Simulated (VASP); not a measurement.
A run of VASP 6.6.1:

File INCAR:

```
SYSTEM = SnSe2
PREC = Accurate
ENCUT = 520
EDIFF = 1E-6
ISMEAR = 1
SIGMA = 0.1
LREAL = .False.
LASPH = .True.
NELM = 100
ALGO = Normal
ISIF = 2
LWAVE = .False.
LCHARG = .False.
GGA = PE
NBANDS = 20
```

The input KPOINTS:

```
Automatic mesh
0
Gamma
  6 6 4
  0 0 0
```

POSCAR

```
SnSe2
1.0
    3.8445788227      0.0000000000      0.0000000000
   -1.9222894113      3.3295000887      0.0000000000
    0.0000000000      0.0000000000      6.1900644597
Sn Se
1 2
Direct
    0.0000000000      0.0000000000      0.0000000000
    0.3333333333      0.6666666667      0.2490000000
    0.6666666667      0.3333333333      0.7510000000
```

Potentials or basis: VASP PAW PBE potentials, release 64 (Sn_d, Se).

Run with:

```bash
$ cat potpaw_PBE.64/Sn_d/POTCAR potpaw_PBE.64/Se/POTCAR > POTCAR
$ mpirun -np 1 vasp_std > vasp.out
```

Hardware: 1 thread of Intel Xeon 8259CL, on a shared host.

Task: How long does it take, and how much memory?

Result: Run time: 53 s on 1 thread of Intel Xeon 8259CL (shared host), peak memory 0.21 GiB. Counts: scf iterations 12, k points 24.
